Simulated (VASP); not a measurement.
The system is Ga3BAs4.

```
CELL_PARAMETERS angstrom
5.51105 0.00000 0.00000
0.00000 5.51105 0.00000
0.00000 0.00000 5.51105
ATOMIC_POSITIONS crystal
B 0.00000 0.00000 0.00000
As 0.22764 0.22764 0.22764
As 0.77236 0.77236 0.22764
As 0.77236 0.22764 0.77236
As 0.22764 0.77236 0.77236
Ga 0.50000 0.50000 0.00000
Ga 0.50000 0.00000 0.50000
Ga 0.00000 0.50000 0.50000
```

| Property | Result |
| --- | --- |
| Program | VASP 6.6.1 |
| Task | relaxation of cell and atoms |
| Functional | r2SCAN |
| Potentials or basis | VASP PAW PBE potentials, release 64 (B, As, Ga_d) |
| Cutoff | 600 eV |
| k mesh | 4 × 4 × 4 |
| Occupations | fermi-dirac, width 0.02 eV |
| Spin | no spin polarisation |

At the start: pressure -2.5 GPa; volume 20.92 Å³/atom.

**Question.** How do energy, volume and symmetry change on relaxing?

**Answer.** Over 8 steps the energy falls by 6.2 meV/atom and the volume is 20.26 Å³/atom (-3.1 %); space group P-43m (No. 215, to 0.1 Å) before and after.

Step by step:
```csv
step,energy change (eV),largest force (eV/Å),pressure (GPa),volume (Å³)
1,0.0000,0.1903,-2.55,167.38
2,-0.0380,0.0520,1.44,159.45
3,-0.0481,0.0991,0.11,161.85
4,-0.0481,0.1011,0.04,161.96
5,-0.0494,0.0347,0.01,162.06
6,-0.0496,0.0078,-0.02,162.10
7,-0.0496,0.0001,-0.04,162.11
8,-0.0496,0.0026,-0.03,162.11
```

Final structure:
```
B As Ga
1.0
     5.45261    0.00000    0.00000
     0.00000    5.45261    0.00000
     0.00000    0.00000    5.45261
B As Ga
1 4 3
Direct
  0.00000 0.00000 0.00000
  0.22902 0.22902 0.22902
  0.77098 0.77098 0.22902
  0.77098 0.22902 0.77098
  0.22902 0.77098 0.77098
  0.50000 0.50000 0.00000
  0.50000 0.00000 0.50000
  0.00000 0.50000 0.50000
```

Caveat: the PAW data sets were made with another functional, which shifts forces and pressure a little.
